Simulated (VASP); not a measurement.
# Re (P6/mmm) in VASP: further runs

The runs below take Re through relaxation of cell and atoms, with LDA.

All numbers are computed with VASP 6.6.1; they aren't measurements. Logs are shortened: lines on timing, memory, paths and dates and some standing lists are left out, and cuts for length are marked.

### Step 1. The cell of the first run

It takes space group P6/mmm (No. 191, hexagonal). Conventional cell: a = 2.442 Å, b = 2.442 Å, c = 2.295 Å, α = 90.00°, β = 90.00°, γ = 120.00°. Within 3.0 Å of Re (site symmetry 6/mmm) lie 8 Re at 2.30 to 2.44 Å.

This isn't the form of Re at room conditions, which is hcp.

### Step 2. Relaxation of cell and atoms, LDA, target pressure 140 GPa, at which the enthalpy is minimised

INCAR

```
PREC = Accurate ; ENCUT = 600
EDIFF = 1E-7 ; ISMEAR = -1
SIGMA = 0.08 ; LREAL = F
LASPH = T ; NELM = 100
ALGO = Normal ; ISIF = 3
LWAVE = F ; LCHARG = F
GGA = CA ; IBRION = 2
NSW = 60 ; EDIFFG = -0.005
PSTRESS = 1400.0
```

KPOINTS

```
regular mesh
0
Gamma
  18 18 17
```

POSCAR

```
Re
1.0
    2.4416999926      0.0000000000      0.0000000000
   -1.2208499963      2.1145742220      0.0000000000
    0.0000000000      0.0000000000      2.2951979931
Re
1
Direct
    0.0000000000      0.0000000000      0.0000000000
```

Potentials or basis: VASP PAW LDA potentials, release 64 (Re).

Command:

```console
cat potpaw_LDA.64/Re/POTCAR > POTCAR
mpirun -np 1 vasp_std > vasp.out
```

OUTCAR:

```text
PREC = Accurate
   ENCUT = 600
   EDIFF = 1E-7
   ISMEAR = -1
   LREAL = F
   LASPH = T
   NELM = 100
   ISIF = 3
   GGA = CA
   IBRION = 2
   NSW = 60
   EDIFFG = -0.005
   PSTRESS = 1400.0

 ion  position               nearest neighbor table
   1  0.000  0.000  0.000-

  LATTYP: Found a hexagonal cell.
 ALAT       =     2.4416999926
 C/A-ratio  =     0.9400000000

  Lattice vectors:

 A1 = (   2.4416999926,   0.0000000000,   0.0000000000)
 A2 = (  -1.2208499963,   2.1145742220,   0.0000000000)
 A3 = (   0.0000000000,   0.0000000000,   2.2951979931)

Analysis of symmetry for initial positions (statically):
=====================================================================
 Subroutine PRICEL returns:
 Original cell was already a primitive cell.

 Routine SETGRP: Setting up the symmetry group for a
 hexagonal supercell.

 Subroutine GETGRP returns: Found 24 space group operations
 (whereof 24 operations were pure point group operations)
 out of a pool of 24 trial point group operations.

The static configuration has the point symmetry D_6h.

Analysis of symmetry for dynamics (positions and initial velocities):
=====================================================================
 Subroutine PRICEL returns:
 Original cell was already a primitive cell.

 Routine SETGRP: Setting up the symmetry group for a
 hexagonal supercell.

 Subroutine GETGRP returns: Found 24 space group operations
 (whereof 24 operations were pure point group operations)
 out of a pool of 24 trial point group operations.

The dynamic configuration has the point symmetry D_6h.

 Subroutine INISYM returns: Found 24 space group operations
 (whereof 24 operations are pure point group operations),
 and found     1 'primitive' translations

----------------------------------------------------------------------------------------

                                     Primitive cell

  volume of cell :      11.8505

  direct lattice vectors                    reciprocal lattice vectors
     2.441699993  0.000000000  0.000000000     0.409550724  0.236454221  0.000000000
    -1.220849996  2.114574222  0.000000000     0.000000000  0.472908442  0.000000000
     0.000000000  0.000000000  2.295197993     0.000000000  0.000000000  0.435692260

  length of vectors
     2.441699993  2.441699993  2.295197993     0.472908442  0.472908442  0.435692260

  position of ions in fractional coordinates (direct lattice)
     0.000000000  0.000000000  0.000000000

  ion indices of the primitive-cell ions
   primitive index   ion index
[... 88 lines left out ...]
   ISMEAR =    -1;   SIGMA  =   0.08  broadening in eV -4-tet -1-fermi 0-gaus
   EFERMI_NEDOS =   21; number of points for ismear=-14 and -15
   IALGO  =     38    algorithm
   IMIX   =      4    mixing-type and parameters
     AMIX     =   0.40;   BMIX     =  1.00
     AMIX_MAG =   1.60;   BMIX_MAG =  1.00
  volume/ion in A,a.u.               =      11.85        79.97
  Fermi-wavevector in a.u.,A,eV,Ry     =   1.373607  2.595740 25.671407  1.886795
  Thomas-Fermi vector in A             =   2.499108
   LORBIT       =      0    0 simple, 1 ext, 2 COOP (PROOUT), +10 PAW based schemes
   GGA     = CA    functional components
   LHFCALC =     F    Hartree Fock is set to
   AEXX    =    0.0000 exact exchange contribution
   IVDW    =     0    specifies the selected vdW correction
   LEPSILON=     F    determine dielectric tensor
   LRPA    =     F    only Hartree local field effects (RPA)
 conjugate gradient relaxation of ions
 non-spin polarized calculation
  energy-cutoff  :      600.00
  volume of cell :       11.85
 maximum number of plane-waves:       408
 NGX is ok and might be reduce to    20

--------------------------------------- Ionic step        1  -------------------------------------------

 number of electron       7.0000000 magnetization

 Free energy of the ion-electron system (eV)
  ---------------------------------------------------
  ext. energy  EPLUGINS =         0.00000000
  ---------------------------------------------------
  free energy    TOTEN  =       -11.17189488 eV

  energy without entropy =      -11.15570743  energy(sigma->0) =      -11.16380115

------------------------ aborting loop because EDIFF is reached ----------------------------------------

  FORCE on cell =-STRESS in cart. coord.  units (eV):
  Direction    XX          YY          ZZ          XY          YZ          ZX
  --------------------------------------------------------------------------------------
  -------------------------------------------------------------------------------------
  Total       13.5978143     13.5978143      8.6816942      0.0000000      0.0000000      0.0000000
  in kB     1838.4181480   1838.4181480   1173.7610021      0.0000000      0.0000000      0.0000000
  external PRESSURE =     216.8657661 kB  Pullay stress =    1400.0000000 kB
[... 24 lines left out ...]
--------------------------------------- Ionic step        2  -------------------------------------------

 number of electron       7.0000001 magnetization

 E-fermi :   8.5335     XC(G=0): -13.7164

 val. band max:        8.5323803784   @ k =   0.1111   0.0000   0.4118
 cond. band min:       8.5356720031   @ k =   0.2778   0.1111   0.3529
 fundamental gap:      0.0032916247
 Fermi energy:         8.5335222992

 k-point     1 :       0.0000    0.0000    0.0000
  band No.  band energies     occupation
      1      -1.5869      2.00000
      2       0.8264      2.00000
      3       5.6838      2.00000
      4       5.6838      2.00000
      5      14.8653      0.00000
      6      14.8653      0.00000
      7      20.2414      0.00000
[... 299 lines left out ...]
  energy  without entropy=      -11.7138965846  energy(sigma->0) =      -11.72176730

  enthalpy is  TOTEN    =        -0.9144771274 eV   P V=       10.8151608978

[... ionic steps 4 to 8 ...]

--------------------------------------- Ionic step        9  -------------------------------------------

 number of electron       7.0000001 magnetization

------------------------ aborting loop because EDIFF is reached ----------------------------------------
[... 69 lines left out ...]
--------------------------------------- Ionic step       11  -------------------------------------------

 number of electron       7.0000000 magnetization

 Free energy of the ion-electron system (eV)
  ---------------------------------------------------
  ext. energy  EPLUGINS =         0.00000000
  ---------------------------------------------------
  free energy    TOTEN  =       -11.52124968 eV

  energy without entropy =      -11.50581204  energy(sigma->0) =      -11.51353086

 E-fermi :  11.1818     XC(G=0): -14.8116

 val. band max:       11.1528723982   @ k =   0.3889   0.1111   0.2353
 cond. band min:      11.1897259097   @ k =   0.0556   0.0000   0.3529
 fundamental gap:      0.0368535115
 Fermi energy:        11.1818059741

 k-point     1 :       0.0000    0.0000    0.0000
  band No.  band energies     occupation
      1      -0.4300      2.00000
      2       3.0414      2.00000
      3       8.1965      2.00000
      4       8.1965      2.00000
      5      17.3021      0.00000
      6      17.3021      0.00000
      7      24.5395      0.00000
[... 262 lines left out ...]
  energy  without entropy=      -11.5058120396  energy(sigma->0) =      -11.51353086

  enthalpy is  TOTEN    =        -0.9316896927 eV   P V=       10.5895599894

 reached required accuracy - stopping structural energy minimisation
```

It took 4.7 min on 1 thread of Intel Xeon 8259CL, shared host; peak memory 0.16 GiB.

Results:

| Item | Value |
| --- | --- |
| Free energy | -11.5212 eV |
| Relaxed volume | 12.12 Å³/atom |
| Relaxed cell | a = 2.505 Å, b = 2.505 Å, c = 2.230 Å, α = 90.00°, β = 90.00°, γ = 120.00° |
| Space group after relaxing (to 0.1 Å) | P6/mmm (No. 191) |
| Energy change on relaxing (the run minimises the enthalpy) | -349.4 meV/atom |
| Ionic steps | 11 |
| Pressure after relaxing | 140.0 GPa |
| Band gap on the k mesh | zero (an odd number of electrons rules out a gap without spin polarisation) |

Step by step:
| step | energy change (eV) | largest force (eV/Å) | pressure (GPa) | volume (Å³) |
| --- | --- | --- | --- | --- |
| 1 | 0.0000 | 0.0000 | 161.69 | 11.85 |
| 2 | -0.5916 | 0.0000 | 49.72 | 14.57 |
| 3 | -0.5577 | 0.0000 | 122.75 | 12.38 |
| 4 | -0.5040 | 0.0000 | 126.93 | 12.31 |
| 5 | 0.9177 | 0.0000 | 215.22 | 11.26 |
| 6 | -0.3947 | 0.0000 | 136.34 | 12.17 |
| 7 | -0.3728 | 0.0000 | 138.12 | 12.15 |
| 8 | -0.3679 | 0.0000 | 138.51 | 12.14 |
| 9 | -0.2674 | 0.0000 | 146.41 | 12.03 |
| 10 | -0.3497 | 0.0000 | 139.96 | 12.12 |
| 11 | -0.3494 | 0.0000 | 139.98 | 12.12 |

Final structure:
```
CELL_PARAMETERS angstrom
2.50505 0.00000 0.00000
-1.25252 2.16943 0.00000
0.00000 0.00000 2.22997
ATOMIC_POSITIONS crystal
Re 0.00000 0.00000 0.00000
```

Levels at points of the mesh, in eV from the Fermi level:
```tsv
k point	band 1	band 2	band 3	band 4	band 5	band 6	band 7
(0.00, 0.00, 0.00)	-11.61	-8.14	-2.99	-2.99	6.12	6.12	13.36
(0.50, 0.00, 0.00)	-8.96	-6.75	0.04	1.13	5.01	5.67	12.01
```

Caveat: the cell is relaxed towards a set pressure, so the run minimises the enthalpy, not the energy; spin-orbit coupling is left out, which moves the levels of the heavy elements.

### Step 3. Relaxation of cell and atoms, LDA, target pressure 140 GPa, at which the enthalpy is minimised

This run uses another cell than the first one, of 12.10 Å³/atom.

INCAR

```
PREC = Accurate
ENCUT = 600
EDIFF = 1E-6
ISMEAR = -1
SIGMA = 0.08
LREAL = F
LASPH = T
NELM = 100
ALGO = Normal
ISIF = 3
LWAVE = F
LCHARG = F
IBRION = 2
NSW = 32
EDIFFG = -0.005
PSTRESS = 1400.0
```

KPOINTS

```
Automatic mesh
0
Gamma
  18 18 17
```

POSCAR

```
Re
1.0
    2.4941938421      0.0000000000      0.0000000000
   -1.2470969211      2.1600352292      0.0000000000
    0.0000000000      0.0000000000      2.2467399976
Re
1
Direct
    0.0000000000      0.0000000000      0.0000000000
```

Potentials or basis: VASP PAW LDA potentials, release 64 (Re).

Command:

```console
cat potpaw_LDA.64/Re/POTCAR > POTCAR
mpirun -np 1 vasp_std > vasp.out
```

Run time: 2.8 min. Hardware: 1 thread of Intel Xeon 8259CL, shared host; peak memory 0.16 GiB.

It converged, with:

- Free energy: -11.5211 eV
- Relaxed volume: 12.12 Å³/atom
- Relaxed cell: a = 2.505 Å, b = 2.505 Å, c = 2.230 Å, α = 90.00°, β = 90.00°, γ = 120.00°
- Space group after relaxing (to 0.1 Å): P6/mmm (No. 191)
- Energy change on relaxing (the run minimises the enthalpy): -17.5 meV/atom
- Ionic steps: 10
- Pressure after relaxing: 140.0 GPa
- Band gap on the k mesh: zero (an odd number of electrons rules out a gap without spin polarisation)

Step by step:
```tsv
step	energy change (eV)	largest force (eV/Å)	pressure (GPa)	volume (Å³)
1	0.0000	0.0000	141.09	12.10
2	-0.0221	0.0000	134.63	12.23
3	-0.0278	0.0000	139.19	12.13
4	-0.0289	0.0000	139.10	12.13
5	-0.0294	0.0000	139.07	12.13
6	0.0607	0.0000	146.23	12.03
7	-0.0181	0.0000	139.97	12.12
8	-0.0179	0.0000	139.99	12.12
9	-0.0164	0.0000	140.10	12.12
10	-0.0175	0.0000	140.02	12.12
```

Final structure:
```
CELL_PARAMETERS angstrom
2.50509 0.00000 0.00000
-1.25254 2.16947 0.00000
0.00000 0.00000 2.22986
ATOMIC_POSITIONS crystal
Re 0.00000 0.00000 0.00000
```

Levels at points of the mesh, in eV from the Fermi level:
| k point | band 1 | band 2 | band 3 | band 4 | band 5 | band 6 |
| --- | --- | --- | --- | --- | --- | --- |
| (0.00, 0.00, 0.00) | -11.61 | -8.14 | -2.99 | -2.99 | 6.12 | 6.12 |
| (0.50, 0.00, 0.00) | -8.96 | -6.75 | 0.04 | 1.13 | 5.01 | 5.67 |

Caveat: the cell is relaxed towards a set pressure, so the run minimises the enthalpy, not the energy; spin-orbit coupling is left out, which moves the levels of the heavy elements.

### Step 4. Relaxation of cell and atoms, LDA, target pressure 140 GPa, at which the enthalpy is minimised

This run uses another cell than the first one: it holds 3 atoms, not 1.

INCAR

```
  PREC = Accurate
  ENCUT = 600
  EDIFF = 1E-6
  ISMEAR = -1
  SIGMA = 0.08
  LREAL = False
  LASPH = True
  NELM = 100
  ALGO = Normal
  ISIF = 3
  LWAVE = False
  LCHARG = False
  GGA = CA
  IBRION = 2
  NSW = 60
  EDIFFG = -0.005
  PSTRESS = 1400.0
```

KPOINTS

```
regular mesh
0
Gamma
  9 9 13
```

POSCAR

```
Re
1.0
    4.0115404643      0.0000000000      0.0000000000
   -2.0057702321      3.4740959504      0.0000000000
    0.0000000000      0.0000000000      2.4871550878
Re
3
Direct
    0.0000000000      0.0000000000      0.0000000000
    0.3333333333      0.6666666667      0.5000000000
    0.6666666667      0.3333333333      0.5000000000
```

Command:

```console
cat potpaw_LDA.64/Re/POTCAR > POTCAR
mpirun -np 1 vasp_std > vasp.out
```

Wall time 3.7 min (1 thread of Intel Xeon 8259CL, shared host); peak memory 0.18 GiB.

It converged, with:

* Free energy: -37.6554 eV
* Relaxed volume: 11.70 Å³/atom
* Relaxed cell: a = 4.031 Å, b = 4.031 Å, c = 2.495 Å, α = 90.00°, β = 90.00°, γ = 120.00°
* Space group after relaxing (to 0.1 Å): P6/mmm (No. 191)
* Energy change on relaxing (the run minimises the enthalpy): -133.7 meV/atom
* Ionic steps: 6
* Pressure after relaxing: 140.0 GPa

Step by step:
```csv
step,energy change (eV),largest force (eV/Å),pressure (GPa),volume (Å³)
1,0.0000,0.0000,151.98,34.66
2,-2.7958,0.0000,55.53,39.18
3,-0.4283,0.0000,139.18,35.13
4,-0.4029,0.0000,139.96,35.10
5,-0.3967,0.0000,140.09,35.10
6,-0.4010,0.0000,140.00,35.10
```

Final structure:
```
CELL_PARAMETERS angstrom
4.03076 0.00000 0.00000
-2.01538 3.49074 0.00000
0.00000 0.00000 2.49476
ATOMIC_POSITIONS crystal
Re 0.00000 0.00000 0.00000
Re 0.33333 0.66667 0.50000
Re 0.66667 0.33333 0.50000
```

Levels at points of the mesh, in eV from the Fermi level:
```csv
k point,band 7,band 8,band 9,band 10,band 11,band 12,band 13,band 14
"(0.00, 0.00, 0.00)",-3.59,-2.92,-1.39,-1.39,-0.12,-0.12,-0.03,-0.03
```

Caveat: the cell is relaxed towards a set pressure, so the run minimises the enthalpy, not the energy; the highest band is partly filled, so the run has too few bands; spin-orbit coupling is left out, which moves the levels of the heavy elements.

### Step 5. Relaxation of cell and atoms, LDA, target pressure 140 GPa, at which the enthalpy is minimised

This run uses another cell than the first one: it holds 3 atoms, not 1.

INCAR

```
  ALGO = Normal
  EDIFF = 1E-7
  EDIFFG = -0.005
  ENCUT = 600
  IBRION = 2
  ISIF = 3
  ISMEAR = -1
  LASPH = True
  LCHARG = False
  LREAL = False
  LWAVE = False
  NELM = 100
  NSW = 32
  PREC = Accurate
  PSTRESS = 1400.0
  SIGMA = 0.08
```

KPOINTS

```
k-points
0
Gamma
  9 9 13
```

POSCAR

```
Re
1.0
    4.0260197816      0.0000000000      0.0000000000
   -2.0130098908      3.4866354071      0.0000000000
    0.0000000000      0.0000000000      2.4856410992
Re
3
Direct
    0.0000000000      0.0000000000      0.0000000000
    0.3333333333      0.6666666667      0.5000000000
    0.6666666667      0.3333333333      0.5000000000
```

Command:

```console
cat potpaw_LDA.64/Re/POTCAR > POTCAR
mpirun -np 1 vasp_std > vasp.out
```

Wall time 4.3 min (1 thread of Intel Xeon 8259CL, shared host); peak memory 0.18 GiB.

It converged, with:

| Item | Value |
| --- | --- |
| Free energy | -37.6555 eV |
| Relaxed volume | 11.70 Å³/atom |
| Relaxed cell | a = 4.031 Å, b = 4.031 Å, c = 2.495 Å, α = 90.00°, β = 90.00°, γ = 120.00° |
| Space group after relaxing (to 0.1 Å) | P6/mmm (No. 191) |
| Energy change on relaxing (the run minimises the enthalpy) | -62.7 meV/atom |
| Ionic steps | 6 |
| Pressure after relaxing | 140.0 GPa |

Step by step:
```csv
step,energy change (eV),largest force (eV/Å),pressure (GPa),volume (Å³)
1,0.0000,0.0000,145.59,34.89
2,-1.5598,0.0000,96.02,36.98
3,-0.1985,0.0000,139.66,35.11
4,-0.1926,0.0000,139.83,35.11
5,-0.1770,0.0000,140.38,35.09
6,-0.1881,0.0000,140.00,35.10
```

Final structure:
```
Re
1.0
     4.03076    0.00000    0.00000
    -2.01538    3.49074    0.00000
     0.00000    0.00000    2.49476
Re
3
Direct
  0.00000 0.00000 0.00000
  0.33333 0.66667 0.50000
  0.66667 0.33333 0.50000
```

Levels at points of the mesh, in eV from the Fermi level:
| k point | band 7 | band 8 | band 9 | band 10 | band 11 | band 12 | band 13 | band 14 |
| --- | --- | --- | --- | --- | --- | --- | --- | --- |
| (0.00, 0.00, 0.00) | -3.59 | -2.92 | -1.39 | -1.39 | -0.12 | -0.12 | -0.03 | -0.03 |

Caveat: the cell is relaxed towards a set pressure, so the run minimises the enthalpy, not the energy; the highest band is partly filled, so the run has too few bands; spin-orbit coupling is left out, which moves the levels of the heavy elements.

### Step 6. Summary

| cell | k mesh | gap on the mesh (eV) | pressure (GPa) |
| --- | --- | --- | --- |
| relaxed to 140 GPa from a = 2.442, b = 2.442, c = 2.295 Å, angles 90.0, 90.0, 120.0°, 1 atom, atomic positions A | 18 × 18 × 17 | none | 140.0 |
| relaxed to 140 GPa from a = 2.494, b = 2.494, c = 2.247 Å, angles 90.0, 90.0, 120.0°, 1 atom, atomic positions A | 18 × 18 × 17 | none | 140.0 |
| relaxed to 140 GPa from a = 4.012, b = 4.012, c = 2.487 Å, angles 90.0, 90.0, 120.0°, 3 atoms, atomic positions B | 9 × 9 × 13 | - | 140.0 |
| relaxed to 140 GPa from a = 4.026, b = 4.026, c = 2.486 Å, angles 90.0, 90.0, 120.0°, 3 atoms, atomic positions B | 9 × 9 × 13 | - | 140.0 |

Alike in all rows: task relaxation of cell and atoms; level LDA; potentials or basis VASP PAW LDA potentials, release 64 (Re); no spin polarisation; cutoff (eV) 600; smearing fermi-dirac 0.08 eV.

Caveats: the cell is relaxed towards a set pressure, so the run minimises the enthalpy, not the energy; spin-orbit coupling is left out, which moves the levels of the heavy elements; the highest band is partly filled, so the run has too few bands (at least some runs).

Absolute energies hang on the potentials; compare differences alone.

The gap in the log of VASP goes by the Fermi energy; the results here count the filled bands.